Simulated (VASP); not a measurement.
A run of VASP 6.6.1 is set up as follows.

The input INCAR:

```
ALGO = Normal
EDIFF = 1E-6
ENCUT = 520
GGA = PS
ISIF = 2
ISMEAR = 0
ISPIN = 2
LASPH = True
LCHARG = False
LORBIT = 11
LREAL = Auto
LWAVE = False
MAGMOM = 0 0 0 0 0 0 0 0 0 0 0 0 0 0 0 0 1
NBANDS = 52
NELM = 150
PREC = Accurate
SIGMA = 0.05
```

File KPOINTS:

```
k-points
0
Gamma
  2 2 2
```

Contents of POSCAR:

```
AlSi16
1.0
    0.0000000000      5.4300000000      5.4300000000
    5.4300000000      0.0000000000      5.4300000000
    5.4300000000      5.4300000000      0.0000000000
Si Al
16 1
Direct
   -0.0091902568      0.0030926702      0.0024553413
    0.1127490290      0.1278031352      0.1271232999
   -0.0097230877      0.0048744372      0.5018280125
    0.1128060918      0.1277656184      0.6311065106
   -0.0097770643      0.5025116178      0.0042078889
    0.1127726049      0.6317620010      0.1271148356
   -0.0096890040      0.5024603347      0.5018137070
    0.1267862638      0.6244440987      0.6237550874
    0.4874218226      0.0054205542      0.0046704929
    0.6193883750      0.1268908701      0.1262594743
    0.4874876292      0.0052874238      0.5013059836
    0.6094909287      0.1415630163      0.6238683065
    0.4874519677      0.5019277854      0.0046190739
    0.6094586279      0.6245653514      0.1408491188
    0.4891626764      0.5036570467      0.5029448235
    0.6095113653      0.6244958990      0.6238486970
    0.7382967305      0.7539533398      0.7532434462
```

Potentials or basis: VASP PAW PBE potentials, release 64 (Si, Al).

Launch:

```bash
$ cat potpaw_PBE.64/Si/POTCAR potpaw_PBE.64/Al/POTCAR > POTCAR
$ mpirun -np 1 vasp_std > vasp.out
```

Predict the largest force.

0.038 eV/Å.

What does it give for the net moment?

0.00 μB per cell.

Predict the pressure.

3.6 GPa.

Forces on the atoms (eV/Å):
```
Si   0.014 -0.018 -0.015
Si  -0.027 -0.015 -0.014
Si   0.009 -0.010  0.000
Si   0.016  0.030 -0.017
Si   0.008  0.000 -0.009
Si   0.015 -0.016  0.028
Si   0.000 -0.011 -0.011
Si  -0.018  0.021  0.020
Si  -0.008  0.018  0.016
Si   0.003 -0.003 -0.003
Si  -0.016  0.005  0.019
Si   0.021 -0.020  0.018
Si  -0.015  0.020  0.008
Si   0.023  0.017 -0.022
Si   0.007 -0.010 -0.008
Si  -0.020 -0.018 -0.019
Al  -0.012  0.009  0.010
```

Caveat: the k points lie up to 0.50 Å⁻¹ apart; the PAW data sets were made with another functional, which shifts forces and pressure a little.
